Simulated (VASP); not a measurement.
Wanted: the native input for a VASP 6.6.1 run.

- Task: single point
- Functional: PBE
- Potentials or basis: VASP PAW PBE potentials, release 64 (Cd, Se, S)
- Cutoff: 520 eV
- k mesh: 10 × 10 × 10
- Occupations: gaussian, width 0.02 eV
- Spin: no spin polarisation
- Dipole correction: no
- Further INCAR settings: ALGO = Normal; EDIFF = 1e-07; NBANDS = 36

The structure of Cd3SeS2 lies in POSCAR:

```
Cd3SeS2
1.0
   -2.1275830000      2.1275830000      9.0157309000
    2.1275830000     -2.1275830000      9.0157309000
    2.1275830000      2.1275830000     -9.0157309000
Cd Se S
3 1 2
Direct
    0.8388770000      0.8388770000      0.0000000000
    0.5000000000      0.5000000000      0.0000000000
    0.1611230000      0.1611230000      0.0000000000
    0.2500000000      0.7500000000      0.5000000000
    0.5804510000      0.0804510000      0.5000000000
    0.9195490000      0.4195490000      0.5000000000
```

One way to write it, as run:

INCAR

```
PREC     = Accurate       # precision mode
ENCUT    = 520            # plane-wave cutoff, eV
EDIFF    = 1E-7           # SCF threshold, eV
ISMEAR   = 0              # smearing method
SIGMA    = 0.02           # smearing width, eV
LREAL    = False          # projectors in reciprocal space
LASPH    = True           # aspherical terms in the spheres
NELM     = 60             # most SCF steps
ALGO     = Normal         # electronic algorithm
ISIF     = 2              # what is computed and relaxed
LWAVE    = False          # write WAVECAR
LCHARG   = True           # write CHGCAR
GGA      = PE             # functional
LELF     = True           # ELF
LVHAR    = True         
NBANDS   = 36             # bands
```

KPOINTS

```
Automatic mesh
0
Gamma
  10 10 10
```

Potentials or basis: VASP PAW PBE potentials, release 64 (Cd, Se, S).

Run with:

```bash
$ cat potpaw_PBE.64/Cd/POTCAR potpaw_PBE.64/Se/POTCAR potpaw_PBE.64/S/POTCAR > POTCAR
$ mpirun -np 1 vasp_std > vasp.out
```

Results of the run:

```json
{
 "Pressure": "0.3 GPa",
 "Band gap on the k mesh": "0.80 eV"
}
```

Caveat: semilocal functionals underestimate gaps, and a narrow one can read as zero.

Run time: 35 min on 1 thread of Intel(R) Xeon(R) Platinum 8259CL CPU @ 2.50GHz (Skylake/Cascade Lake), on a shared host, peak memory 1.1 GiB.
